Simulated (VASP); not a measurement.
A run of VASP 6.6.1 is set up as follows.

File INCAR:

```
ALGO = Normal
EDIFF = 1E-6
ENCUT = 520
GGA = PE
ISIF = 2
ISMEAR = 0
LASPH = True
LCHARG = False
LREAL = False
LWAVE = False
NBANDS = 35
NELM = 100
PREC = Accurate
SIGMA = 0.01
```

Contents of KPOINTS:

```
k-points
0
Gamma
  6 6 2
```

The input POSCAR:

```
MoS2
1.0
    3.1730194991      0.0000000000      0.0000000000
   -1.5865097496      2.7479154930      0.0000000000
    0.0000000000      0.0000000000     12.4359058611
Mo S
2 4
Direct
    0.3333333333      0.6666666667      0.2500000000
    0.6666666667      0.3333333333      0.7500000000
    0.3333333333      0.6666666667      0.6249005404
    0.6666666667      0.3333333333      0.1249005404
    0.3333333333      0.6666666667      0.8750994596
    0.6666666667      0.3333333333      0.3750994596
```

Potentials or basis: VASP PAW PBE potentials, release 64 (Mo_sv, S).

Command:

```bash
$ cat potpaw_PBE.64/Mo_sv/POTCAR potpaw_PBE.64/S/POTCAR > POTCAR
$ mpirun -np 1 vasp_std > vasp.out
```

(1) Predict the largest force.

(2) Estimate the pressure.

Answers

(1) 0.102 eV/Å.

(2) 2.3 GPa.

Caveat: this functional lacks dispersion, which binds the layers, so the pressure and a relaxed spacing across them are unreliable.
